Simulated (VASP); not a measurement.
# Ta5Si: single point with PBE

The system is Ta5Si.

```
CELL_PARAMETERS angstrom
0.00000 3.82187 3.82187
3.82187 0.00000 3.82187
3.82187 3.82187 0.00000
ATOMIC_POSITIONS crystal
Ta 0.25000 0.25000 0.25000
Ta 0.62455 0.62455 0.62455
Ta 0.12634 0.62455 0.62455
Ta 0.62455 0.12634 0.62455
Ta 0.62455 0.62455 0.12634
Si 0.00000 0.00000 0.00000
```

```yaml
Program: VASP 6.6.1
Task: single point
Functional: PBE
Potentials_or_basis: VASP PAW PBE potentials, release 64 (Ta_pv, Si)
Cutoff: 520 eV
k_mesh: 8 × 8 × 8
Occupations: gaussian, width 0.1 eV
Spin: no spin polarisation
Dipole_correction: no
Further_INCAR_settings: ALGO = Fast; EDIFF = 1e-07; NBANDS = 38
```

| Property | Result |
| --- | --- |
| Pressure | 0.2 GPa |
| Largest force | 0.006 eV/Å |

Forces on the atoms (eV/Å):
```
Ta   0.000  0.000  0.000
Ta   0.003  0.003  0.003
Ta   0.003 -0.003 -0.003
Ta  -0.003  0.003 -0.003
Ta  -0.003 -0.003  0.003
Si   0.000  0.000  0.000
```

Levels at points of the mesh, in eV from the Fermi level:
| k point | band 25 | band 26 | band 27 | band 28 | band 29 | band 30 | band 31 | band 32 | band 33 | band 34 |
| --- | --- | --- | --- | --- | --- | --- | --- | --- | --- | --- |
| (0.00, 0.00, 0.00) | -1.54 | -1.54 | -0.14 | -0.14 | -0.14 | 0.11 | 0.11 | 2.67 | 2.67 | 2.67 |
| (0.50, 0.00, 0.00) | -1.35 | -0.68 | -0.68 | -0.62 | -0.43 | 0.00 | 0.00 | 0.88 | 2.34 | 2.36 |
| (0.50, 0.50, 0.00) | -1.66 | -0.98 | -0.59 | -0.42 | -0.24 | -0.24 | 0.65 | 0.65 | 0.65 | 1.83 |

Run time: 2.3 min on 1 thread of Intel(R) Xeon(R) Platinum 8259CL CPU @ 2.50GHz (Skylake/Cascade Lake), with other jobs on the host, peak memory 0.29 GiB.

Caveat: spin-orbit coupling is left out, which moves the levels of the heavy elements.
